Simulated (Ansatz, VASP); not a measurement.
Rh: VASP beside Ansatz

The input INCAR:

```
PREC = Accurate ; ENCUT = 500
EDIFF = 1E-6 ; ISMEAR = -1
SIGMA = 0.08 ; LREAL = F
LASPH = T ; NELM = 120
ALGO = Normal ; ISIF = 2
LWAVE = F ; LCHARG = F
GGA = CA ; NBANDS = 14
GGA_COMPAT = F
```

The input KPOINTS:

```
regular mesh
0
Gamma
  17 17 17
```

File POSCAR:

```
Rh
1.0
    2.3942293885      0.0000000000      0.0000000000
    0.0000000000      2.3942293885      0.0000000000
    0.0000000000      0.0000000000      2.3942293885
Rh
1
Direct
    0.0000000000      0.0000000000      0.0000000000
```

Input for Ansatz:

```yaml
crystal:
  lattice:
    - [2.3942293885, 0.0, 0.0]
    - [0.0, 2.3942293885, 0.0]
    - [0.0, 0.0, 2.3942293885]
  atoms:
    - { symbol: Rh, position: [0.0, 0.0, 0.0] }
kpoints:
  mp_grid: { grid: [17, 17, 17] }
scf:
  occupations: { method: fermi_dirac, width: 0.08 }
hamiltonian:
  xc: lda
  pseudopotentials: { kind: all_electron, datasets: crystal }
output:
  forces: true
  stress: true
  eigenvalues: true
```

Change from the starting cell: volume scaled by 0.9, crystal datasets.

Alike in both runs: task single point; functional LDA; k mesh 17 × 17 × 17; occupations fermi-dirac, width 0.08 eV; no spin polarisation.

|  | VASP | Ansatz |
| --- | --- | --- |
| version | VASP 6.6.1 | Ansatz 0.2.0 |
| potentials or method | VASP PAW LDA potentials, release 64 (Rh_pv), cutoff 500 eV | all-electron PAW with datasets made for the crystal, scalar-relativistic |

Ansatz gave:

| Quantity | Value |
| --- | --- |
| pressure (GPa) | 31.6 |

**Question.** Which values does VASP return?

**Answer.** Pressure (GPa): 32.8.

LDA's correlation is that of Perdew and Zunger in VASP and of Perdew and Wang (1992) in Ansatz. Both programs put the cell under a high pressure, so it lies far from rest at this level. Ansatz ran all-electron here, and VASP with PAW potentials.
